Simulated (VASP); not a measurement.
Set up this calculation in VASP 6.6.1, as the native input.

```
Task                   : relaxation of cell and atoms
Functional             : PBE
Potentials or basis    : VASP PAW PBE potentials, release 64 (Bi_d, S)
Cutoff                 : 600 eV
k mesh                 : 10 × 10 × 10
Occupations            : gaussian, width 0.1 eV
Spin                   : no spin polarisation
Dipole correction      : no
Further INCAR settings : ALGO = Normal; EDIFF = 1e-06; IBRION = 2; EDIFFG = -0.01; NSW = 100; ISIF = 3
```

The structure of Bi3S lies in POSCAR:

```
Bi3S
1.0
    0.0000000000      3.7989112459      3.7989112459
    3.7989112459      0.0000000000      3.7989112459
    3.7989112459      3.7989112459      0.0000000000
Bi S
3 1
Direct
    0.0000000000      0.0000000000      0.0000000000
    0.2500000000      0.2500000000      0.2500000000
    0.7500000000      0.7500000000      0.7500000000
    0.5000000000      0.5000000000      0.5000000000
```

The cell was built from a structure type or drawn by symmetry, and may not be a known phase.

One way to write it, as run:

INCAR

```
SYSTEM = Bi3S
PREC     = Accurate       ! precision mode
ENCUT    = 600            ! plane-wave cutoff, eV
EDIFF    = 1E-6           ! SCF threshold, eV
ISMEAR   = 0              ! smearing method
SIGMA    = 0.1            ! smearing width, eV
LREAL    = .FALSE.        ! projectors in reciprocal space
LASPH    = .TRUE.         ! aspherical terms in the spheres
NELM     = 80             ! most SCF steps
ALGO     = Normal         ! electronic algorithm
ISIF     = 3              ! what is computed and relaxed
LWAVE    = .FALSE.        ! write WAVECAR
LCHARG   = .FALSE.        ! write CHGCAR
GGA      = PE             ! functional
IBRION   = 2              ! ionic algorithm
NSW      = 100            ! ionic steps
EDIFFG   = -0.01          ! ionic threshold
```

KPOINTS

```
regular mesh
0
G
  10 10 10
  0 0 0
```

Potentials or basis: VASP PAW PBE potentials, release 64 (Bi_d, S).

The run is started by

```bash
$ cat potpaw_PBE.64/Bi_d/POTCAR potpaw_PBE.64/S/POTCAR > POTCAR
$ mpirun -np 1 vasp_std > vasp.out
```

It gave:

The relaxed volume is 27.49 Å³/atom and the relaxed cell is a = 5.377 Å, b = 5.377 Å, c = 5.377 Å, α = 60.00°, β = 60.00°, γ = 60.00°. The space group after relaxing (to 0.1 Å) is Fm-3m (No. 225), the energy gained by relaxing is 0.0 meV/atom and the ionic steps are 3. The pressure after relaxing is 0.0 GPa and the band gap on the k mesh is zero (an odd number of electrons rules out a gap without spin polarisation).

Caveat: spin-orbit coupling is left out, which moves the levels of the heavy elements.

It took 4.3 min on 1 thread of Intel(R) Xeon(R) 6975P-C (Granite Rapids), with other jobs on the host, peak memory 0.41 GiB.
